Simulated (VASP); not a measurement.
Runs of VASP 6.6.1 on Be2Cd2O. The structure is that of space group P-3m1 (No. 164), or close to it. The cells are those of the table. 

```csv
task,spin,cell,k mesh,cutoff (eV),gap on the mesh (eV),pressure (GPa),relaxed volume (Å³/atom),largest force (eV/Å)
single point,off,"a = 3.420, b = 3.420, c = 7.080 Å, angles 90.0, 90.0, 120.0°, 5 atoms",6 × 6 × 4,520,none,0.6,-,0.05
relaxation of cell and atoms,off,"relaxed from a = 3.420, b = 3.420, c = 7.080 Å, angles 90.0, 90.0, 120.0°, 5 atoms",12 × 12 × 6,600,none,0.0,14.44,-
single point,off,"a = 3.694, b = 3.694, c = 6.253 Å, angles 90.0, 90.0, 120.0°, 5 atoms",6 × 6 × 4,520,none,7.3,-,3.65
single point,"collinear, ferromagnetic start","a = 3.694, b = 3.694, c = 6.253 Å, angles 90.0, 90.0, 120.0°, 5 atoms",6 × 6 × 4,520,none,7.3,-,3.65
relaxation of cell and atoms,off,"relaxed from a = 3.694, b = 3.694, c = 6.253 Å, angles 90.0, 90.0, 120.0°, 5 atoms",6 × 6 × 4,600,none,0.4,(a),0.02
```

Alike in all rows: level PBE; potentials or basis VASP PAW PBE potentials, release 64 (Be, Cd, O); smearing gaussian 0.1 eV.

**Question.** Estimate the missing entries.

**Answer.** (a) 14.35.

Caveats: forces of over 1 eV/Å act on the atoms, so gaps and moduli don't describe the material at rest (some runs).

A k mesh can miss the band edges, and the runs leave out spin-orbit coupling on Cd.

A gap of «none» marks levels without a gap at the run's occupations.
